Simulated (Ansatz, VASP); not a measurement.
## One calculation of Ta, two programs

INCAR

```
SYSTEM = Ta
PREC     = Accurate       ! precision mode
ENCUT    = 520            ! plane-wave cutoff, eV
EDIFF    = 1E-6           ! SCF threshold, eV
ISMEAR   = 0              ! smearing method
SIGMA    = 0.15           ! smearing width, eV
LREAL    = .FALSE.        ! projectors in reciprocal space
LASPH    = .TRUE.         ! aspherical terms in the spheres
NELM     = 100            ! most SCF steps
ALGO     = Fast           ! electronic algorithm
ISIF     = 2              ! what is computed and relaxed
LWAVE    = .FALSE.        ! write WAVECAR
LCHARG   = .FALSE.        ! write CHGCAR
GGA      = PS             ! functional
NBANDS   = 12             ! bands
```

The input KPOINTS:

```
regular mesh
0
G
  22 22 22
  0 0 0
```

File POSCAR:

```
Ta
1.0
   -1.4804007007      1.4804007007      1.8524253967
    1.4804007007     -1.4804007007      1.8524253967
    1.4804007007      1.4804007007     -1.8524253967
Ta
1
Direct
    0.0000000000      0.0000000000      0.0000000000
```

Input for Ansatz:

```yaml
crystal:
  lattice:
    - [-1.4804007007, 1.4804007007, 1.8524253967]
    - [1.4804007007, -1.4804007007, 1.8524253967]
    - [1.4804007007, 1.4804007007, -1.8524253967]
  atoms:
    - { symbol: Ta, position: [0.0, 0.0, 0.0] }
basis:
  ecutwfc: 420
kpoints:
  mp_grid: { grid: [22, 22, 22] }
hamiltonian:
  xc: pbesol
  pseudopotentials: { kind: paw, azcp: { folder: soft_1 } }
scf:
  occupations: { method: gaussian, width: 0.15 }
output:
  forces: true
  stress: true
  eigenvalues: true
```

Alike in both runs: task single point; functional PBEsol; k mesh 22 × 22 × 22; occupations gaussian, width 0.15 eV; no spin polarisation.

```csv
,VASP,Ansatz
version,VASP 6.6.1,Ansatz 0.2.0
potentials or method,"VASP PAW PBE potentials, release 64 (Ta_pv), cutoff 520 eV","scalar-relativistic, plane waves, PAW"
valence electrons in the cell,11,13
```

Ansatz gave:

- gap on the k mesh at the Fermi level (eV): none
- pressure (GPa): 25.3
- traceless stress, the component that is largest in VASP (GPa): -15.30

Question: Estimate VASP's values.

Answer: gap on the k mesh at the Fermi level (eV): none; pressure (GPa): 25.7; traceless stress, the component that is largest in VASP (GPa): -15.32.

VASP's potentials were made for PBE, not for PBEsol, and Ansatz warns of the same on its side. A gap of «none» marks a metal or a gap that the smearing closes. VASP's potentials hold 11 valence electrons a cell and Ansatz's 13, so a difference there can come from the potentials and not from the codes.

Spin-orbit coupling is off throughout.
